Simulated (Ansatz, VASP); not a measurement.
One calculation of CaI2, two programs

```
Ca I
1.0
     3.62577    0.00000    0.00000
    -1.81288    3.14001    0.00000
     0.00000    0.00000    6.18708
Ca I
1 2
Direct
  0.00000 0.00000 0.00000
  0.33333 0.66667 0.29715
  0.66667 0.33333 0.70285
```

Change from the starting cell: volume scaled by 0.55, LAPW.

Alike in both runs: task single point; functional LDA; k mesh 7 × 7 × 4; occupations fermi-dirac, width 0.03 eV; no spin polarisation.

```csv
,VASP,Ansatz
version,VASP 6.6.1,Ansatz 0.2.0
potentials or method,"VASP PAW LDA potentials, release 64 (Ca_sv, I), cutoff 520 eV","all-electron LAPW, scalar-relativistic"
```

|  | VASP | Ansatz | Ansatz less VASP |
| --- | --- | --- | --- |
| gap on the k mesh at the Fermi level (eV) | 1.20 | 1.23 | +0.028 |
| pressure (GPa) | 26.4 | 26.1 | -0.34 |
| traceless stress, the component that is largest in VASP (GPa) | 0.06 | -0.02 | -0.079 |
| rms of the force components (eV/Å) | 0.025 | 0.000 | -0.0241 |

LDA's correlation is that of Perdew and Zunger in VASP and of Perdew and Wang (1992) in Ansatz. Atom by atom the forces differ by 0.024 eV/Å (rms over components). Ansatz ran all-electron here, and VASP with PAW potentials.

Neither program's run includes spin-orbit coupling.
